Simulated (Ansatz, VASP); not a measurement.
# InSe: VASP beside Ansatz

```xyz
8
Lattice="4.0355 0.0000 0.0000 -2.0178 3.4949 0.0000 0.0000 0.0000 16.6224" Properties=species:S:1:pos:R:3 pbc="T T T"
In    0.0000    0.0000    9.7078
In    0.0000    0.0000    6.9145
In    0.0000    2.3299   15.2258
In    0.0000    2.3299    1.3966
Se    2.0178    1.1650   13.9404
Se    2.0178    1.1650    2.6820
Se    0.0000    2.3299   10.9918
Se    0.0000    2.3299    5.6305
```

Alike in both runs: functional PBE; dispersion D3(BJ); k mesh 12 × 12 × 2; occupations gaussian, width 0.01 eV; no spin polarisation.

Ansatz relaxed the structure, and its values are those at the end. VASP's run is a single point on that final structure, the one shown.

```csv
,VASP,Ansatz
version,VASP 6.6.1,Ansatz 0.2.0
potentials or method,"VASP PAW PBE potentials, release 64 (In_d, Se), cutoff 520 eV","scalar-relativistic, plane waves, PAW"
valence electrons in the cell,76,116
```

```csv
,VASP,Ansatz,Ansatz less VASP
gap on the k mesh at the Fermi level (eV),0.29,0.30,+0.013
least direct gap on the mesh (eV),0.29,0.30,+0.013
pressure (GPa),0.0,0.0,-0.04
rms of the force components (eV/Å),0.007,0.001,-0.0061
```

VASP's potentials hold 76 valence electrons a cell and Ansatz's 116, so a difference there can come from the potentials and not from the codes.
